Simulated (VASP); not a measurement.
# Pd (Fm-3m) in VASP: single point with PBEsol+U

Aim: the single point of Pd with PBEsol+U.

Program: VASP 6.6.1. These are calculated values, not measurements. Logs are shortened: lines on timing, memory, paths and dates and some standing lists are left out, and cuts for length are marked.

### 1 The cell of the first run

The structure is cubic, space group Fm-3m (No. 225). The conventional cell has a = 3.811 Å, b = 3.811 Å, c = 3.811 Å, α = 90.00°, β = 90.00°, γ = 90.00°. Pd (site symmetry m-3m) has 12 Pd at 2.69 Å within 3.6 Å.

### 2 Single point, PBEsol+U

INCAR reads:

```
SYSTEM = Pd
  PREC = Accurate
  ENCUT = 540
  EDIFF = 1E-6
  ISMEAR = -1
  SIGMA = 0.05
  LREAL = .FALSE.
  LASPH = .TRUE.
  NELM = 200
  ALGO = Normal
  ISIF = 2
  LWAVE = .FALSE.
  LCHARG = .FALSE.
  LMAXMIX = 4
  LDAU = .TRUE.
  LDAUTYPE = 2
  LDAUL = 2
  LDAUU = 6
  LDAUJ = 0
  LDAUPRINT = 1
  GGA = PS
  NBANDS = 15
  GGA_COMPAT = .FALSE.
```

KPOINTS reads:

```
regular mesh
0
G
  19 19 19
  0 0 0
```

POSCAR reads:

```
Pd
1.0
    0.0000000000      1.9053467386      1.9053467386
    1.9053467386      0.0000000000      1.9053467386
    1.9053467386      1.9053467386      0.0000000000
Pd
1
Direct
    0.0000000000      0.0000000000      0.0000000000
```

Potentials or basis: VASP PAW PBE potentials, release 64 (Pd_sv_GW).

Launch:

```
> cat potpaw_PBE.64/Pd_sv_GW/POTCAR > POTCAR
> mpirun -np 1 vasp_std > vasp.out
```

OUTCAR:

```text
SYSTEM = Pd
   PREC = Accurate
   ENCUT = 540
   EDIFF = 1E-6
   ISMEAR = -1
   LREAL = .FALSE.
   LASPH = .TRUE.
   NELM = 200
   ISIF = 2
   GGA = PS

 ion  position               nearest neighbor table
   1  0.000  0.000  0.000-

  LATTYP: Found a face centered cubic cell.
 ALAT       =     3.8106934772

  Lattice vectors:

 A1 = (   0.0000000000,   1.9053467386,   1.9053467386)
 A2 = (   1.9053467386,   0.0000000000,   1.9053467386)
 A3 = (   1.9053467386,   1.9053467386,   0.0000000000)

Analysis of symmetry for initial positions (statically):
=====================================================================
 Subroutine PRICEL returns:
 Original cell was already a primitive cell.

 Routine SETGRP: Setting up the symmetry group for a
 face centered cubic supercell.

 Subroutine GETGRP returns: Found 48 space group operations
 (whereof 48 operations were pure point group operations)
 out of a pool of 48 trial point group operations.

The static configuration has the point symmetry O_h .

Analysis of symmetry for dynamics (positions and initial velocities):
=====================================================================
 Subroutine PRICEL returns:
 Original cell was already a primitive cell.

 Routine SETGRP: Setting up the symmetry group for a
 face centered cubic supercell.

 Subroutine GETGRP returns: Found 48 space group operations
 (whereof 48 operations were pure point group operations)
 out of a pool of 48 trial point group operations.

The dynamic configuration has the point symmetry O_h .

 Subroutine INISYM returns: Found 48 space group operations
 (whereof 48 operations are pure point group operations),
 and found     1 'primitive' translations

----------------------------------------------------------------------------------------

                                     Primitive cell

  volume of cell :      13.8341

  direct lattice vectors                    reciprocal lattice vectors
     0.000000000  1.905346739  1.905346739    -0.262419427  0.262419427  0.262419427
     1.905346739  0.000000000  1.905346739     0.262419427 -0.262419427  0.262419427
     1.905346739  1.905346739  0.000000000     0.262419427  0.262419427 -0.262419427

  length of vectors
     2.694567199  2.694567199  2.694567199     0.454523781  0.454523781  0.454523781

  position of ions in fractional coordinates (direct lattice)
     0.000000000  0.000000000  0.000000000

  ion indices of the primitive-cell ions
   primitive index   ion index
                 1           1

----------------------------------------------------------------------------------------

 KPOINTS: regular mesh

Automatic generation of k-mesh.
 Grid dimensions read from file:
 generate k-points for:   19   19   19

 Generating k-lattice:

  Cartesian coordinates                     Fractional coordinates (reciprocal lattice)
    -0.013811549  0.013811549  0.013811549     0.052631579  0.000000000  0.000000000
     0.013811549 -0.013811549  0.013811549     0.000000000  0.052631579  0.000000000
     0.013811549  0.013811549 -0.013811549     0.000000000  0.000000000  0.052631579

  Length of vectors
     0.023922304  0.023922304  0.023922304

  Shift w.r.t. Gamma in fractional coordinates (k-lattice)
     0.000000000  0.000000000  0.000000000

 Subroutine IBZKPT returns following result:
 ===========================================

 Found    220 irreducible k-points:

 Following reciprocal coordinates:
            Coordinates               Weight
  0.000000  0.000000  0.000000      1.000000
  0.052632  0.000000  0.000000      8.000000
[... 36 lines left out ...]
   LNONCOLLINEAR =      F non collinear calculations
   LSORBIT =      F    spin-orbit coupling
   LASPH  =      T    aspherical Exc in radial PAW
   ENCUT  =  540.0 eV  39.69 Ry    6.30 a.u.   5.11  5.11  5.11*2*pi/ulx,y,z
   NELM   =    200;   NELMIN=  2; NELMDL= -5     # of ELM steps
   EDIFF  = 0.1E-05   stopping-criterion for ELM
   LREAL  =      F    real-space projection
   EDIFFG = 0.1E-04   stopping-criterion for IOM
   NSW    =      0    number of steps for IOM
   IBRION =     -1    ionic relax: 0-MD 1-quasi-New 2-CG
   NFREE  =      0    steps in history (QN), initial steepest desc. (CG)
   ISIF   =      2    stress and relaxation
   ISYM   =      2    0-nonsym 1-usesym 2-fastsym
   POTIM  = 0.5000    time-step for ionic-motion
   TEBEG  =    0.0;   TEEND  =   0.0 temperature during run
   PSTRESS=    0.0 pullay stress
   NELECT =      18.0000    total number of electrons
   NUPDOWN=      -1.0000    fix difference up-down
   EMIN   =  10.00;   EMAX   =-10.00  energy-range for DOS
   EFERMI =   0.00;   METHOD = LEGACY
   ISMEAR =    -1;   SIGMA  =   0.05  broadening in eV -4-tet -1-fermi 0-gaus
   EFERMI_NEDOS =   21; number of points for ismear=-14 and -15
   IALGO  =     38    algorithm
   IMIX   =      4    mixing-type and parameters
     AMIX     =   0.40;   BMIX     =  1.00
     AMIX_MAG =   1.60;   BMIX_MAG =  1.00
  volume/ion in A,a.u.               =      13.83        93.36
  Fermi-wavevector in a.u.,A,eV,Ry     =   1.787235  3.377384 43.459848  3.194209
  Thomas-Fermi vector in A             =   2.850655
   LORBIT       =      0    0 simple, 1 ext, 2 COOP (PROOUT), +10 PAW based schemes
 LDA+U is selected, type is set to LDAUTYPE =  2
   angular momentum for each species LDAUL =     2
   U (eV)           for each species LDAUU =   6.0
   J (eV)           for each species LDAUJ =   0.0
   GGA     = PS    functional components
   LHFCALC =     F    Hartree Fock is set to
   AEXX    =    0.0000 exact exchange contribution
   IVDW    =     0    specifies the selected vdW correction
   LEPSILON=     F    determine dielectric tensor
   LRPA    =     F    only Hartree local field effects (RPA)
 non-spin polarized calculation
  energy-cutoff  :      540.00
  volume of cell :       13.83
 maximum number of plane-waves:       411
   NGX = 11   NGY = 11   NGZ = 11

atom =   1  type =  1  l = 2

 onsite density matrix

spin component  1

  0.7335  0.0000  0.0000  0.0000 -0.0000
  0.0000  0.7335  0.0000  0.0000 -0.0000
  0.0000  0.0000  0.8044  0.0000  0.0000
  0.0000  0.0000  0.0000  0.7335  0.0000
 -0.0000 -0.0000  0.0000  0.0000  0.8044

spin component  2

  0.7335  0.0000  0.0000  0.0000 -0.0000
  0.0000  0.7335  0.0000  0.0000 -0.0000
  0.0000  0.0000  0.8044  0.0000  0.0000
  0.0000  0.0000  0.0000  0.7335  0.0000
 -0.0000 -0.0000  0.0000  0.0000  0.8044

 occupancies and eigenvectors

  o =  0.7335  v =  1.0000  0.0000  0.0000  0.0000  0.0000  0.0000  0.0000  0.0000  0.0000  0.0000      0.0000  0.0000  0.0000  0.0000  0.0000  0.0000  0.0000  0.0000  0.0000  0.0000
  o =  0.7335  v =  0.0000  0.2734  0.0000 -0.9619 -0.0000  0.0000  0.0000  0.0000  0.0000  0.0000      0.0000  0.0000  0.0000  0.0000  0.0000  0.0000  0.0000  0.0000  0.0000  0.0000
  o =  0.7335  v =  0.0000  0.0000  0.0000  0.0000  0.0000  1.0000  0.0000  0.0000  0.0000  0.0000      0.0000  0.0000  0.0000  0.0000  0.0000  0.0000  0.0000  0.0000  0.0000  0.0000
  o =  0.7335  v =  0.0000  0.0000  0.0000  0.0000  0.0000  0.0000  0.2734  0.0000 -0.9619 -0.0000      0.0000  0.0000  0.0000  0.0000  0.0000  0.0000  0.0000  0.0000  0.0000  0.0000
  o =  0.7335  v =  0.0000  0.9619 -0.0000  0.2734  0.0000  0.0000  0.0000  0.0000  0.0000  0.0000      0.0000  0.0000  0.0000  0.0000  0.0000  0.0000  0.0000  0.0000  0.0000  0.0000
  o =  0.7335  v =  0.0000  0.0000  0.0000  0.0000  0.0000  0.0000  0.9619 -0.0000  0.2734  0.0000      0.0000  0.0000  0.0000  0.0000  0.0000  0.0000  0.0000  0.0000  0.0000  0.0000
  o =  0.8044  v =  0.0000  0.0000 -0.8448 -0.0000  0.5350  0.0000  0.0000  0.0000  0.0000  0.0000      0.0000  0.0000  0.0000  0.0000  0.0000  0.0000  0.0000  0.0000  0.0000  0.0000
  o =  0.8044  v =  0.0000  0.0000  0.0000  0.0000  0.0000  0.0000  0.0000 -0.8448 -0.0000  0.5350      0.0000  0.0000  0.0000  0.0000  0.0000  0.0000  0.0000  0.0000  0.0000  0.0000
  o =  0.8044  v =  0.0000  0.0000  0.5350 -0.0000  0.8448  0.0000  0.0000  0.0000  0.0000  0.0000      0.0000  0.0000  0.0000  0.0000  0.0000  0.0000  0.0000  0.0000  0.0000  0.0000
  o =  0.8044  v =  0.0000  0.0000  0.0000  0.0000  0.0000  0.0000  0.0000  0.5350 -0.0000  0.8448      0.0000  0.0000  0.0000  0.0000  0.0000  0.0000  0.0000  0.0000  0.0000  0.0000

 number of electron      17.9999996 magnetization

 Free energy of the ion-electron system (eV)
  ---------------------------------------------------
  ext. energy  EPLUGINS =         0.00000000
  ---------------------------------------------------
  free energy    TOTEN  =         1.06130244 eV

  energy without entropy =        1.07438452  energy(sigma->0) =        1.06784348

 E-fermi :   8.5919     XC(G=0): -14.0515

 val. band max:        8.5871838895   @ k =  -0.4737   0.3158   0.0526
 cond. band min:       8.5923920370   @ k =  -0.3684   0.3684   0.1579
 fundamental gap:      0.0052081476
 Fermi energy:         8.5919087181

 k-point     1 :       0.0000    0.0000    0.0000
  band No.  band energies     occupation
      1     -74.0892      2.00000
      2     -39.6132      2.00000
      3     -39.6132      2.00000
      4     -39.6132      2.00000
      5       1.6265      2.00000
      6       5.4803      2.00000
      7       5.4803      2.00000
      8       5.4803      2.00000
      9       6.8906      2.00000
     10       6.8906      2.00000
     11      26.2810      0.00000
     12      31.3531      0.00000
     13      31.3531      0.00000
     14      31.3531      0.00000
[... 401 lines left out ...]
      2     -39.9400      2.00000
      3     -39.6745      2.00000
      4     -39.6527      2.00000
      5       3.3310      2.00000
      6       5.5741      2.00000
      7       5.6490      2.00000
      8       5.9434      2.00000
      9       7.1708      2.00000
     10       7.8215      2.00000
     11      23.1670      0.00000
     12      27.2276      0.00000
     13      31.9596      0.00000
     14      34.5395      0.00000
     15      35.1061      0.00000

 [... further k-points ...]

------------------------ aborting loop because EDIFF is reached ----------------------------------------

  FORCE on cell =-STRESS in cart. coord.  units (eV):
  Direction    XX          YY          ZZ          XY          YZ          ZX
  --------------------------------------------------------------------------------------
  -------------------------------------------------------------------------------------
  Total        0.6185294      0.6185294      0.6185294      0.0000000     -0.0000000      0.0000000
  in kB       71.6339462     71.6339462     71.6339462      0.0000000     -0.0000000      0.0000000
  external PRESSURE =      71.6339462 kB  Pullay stress =       0.0000000 kB

 VOLUME and BASIS-vectors are now :
 -----------------------------------------------------------------------------
  energy-cutoff  :      540.00
  volume of cell :       13.83
      direct lattice vectors                 reciprocal lattice vectors
     0.000000000  1.905346739  1.905346739    -0.262419427  0.262419427  0.262419427
     1.905346739  0.000000000  1.905346739     0.262419427 -0.262419427  0.262419427
     1.905346739  1.905346739  0.000000000     0.262419427  0.262419427 -0.262419427

 POSITION                                       TOTAL-FORCE (eV/Angst)
 -----------------------------------------------------------------------------------
      0.00000      0.00000      0.00000         0.000000      0.000000      0.000000
 -----------------------------------------------------------------------------------
    total drift:                                0.000000      0.000000      0.000000

  FREE ENERGIE OF THE ION-ELECTRON SYSTEM (eV)
  ---------------------------------------------------
  free  energy   TOTEN  =         1.0613024440 eV

  energy  without entropy=        1.0743845171  energy(sigma->0) =        1.06784348
```

Wall time 26 s (1 thread of Intel Xeon Platinum 8559C (Emerald Rapids), shared host); peak memory 0.17 GiB.

What came out:

```yaml
Free_energy: 1.0613 eV
Pressure: 7.2 GPa
Band_gap_on_the_k_mesh: zero (bands 9 and 10 overlap by 2.11 eV)
```

Eigenvalues of the final occupation matrices:
| site | spin | trace | eigenvalues |
| --- | --- | --- | --- |
| site 1 d | 1 | 3.81 | 0.73 0.73 0.73 0.80 0.80 |
| site 1 d | 2 | 3.81 | 0.73 0.73 0.73 0.80 0.80 |

Caveat: the cell stands under pressure; the PAW data sets were made with another functional, which shifts forces and pressure a little; U without spin polarisation on a metal has little footing; the U is typed as a test and isn't derived for this compound.
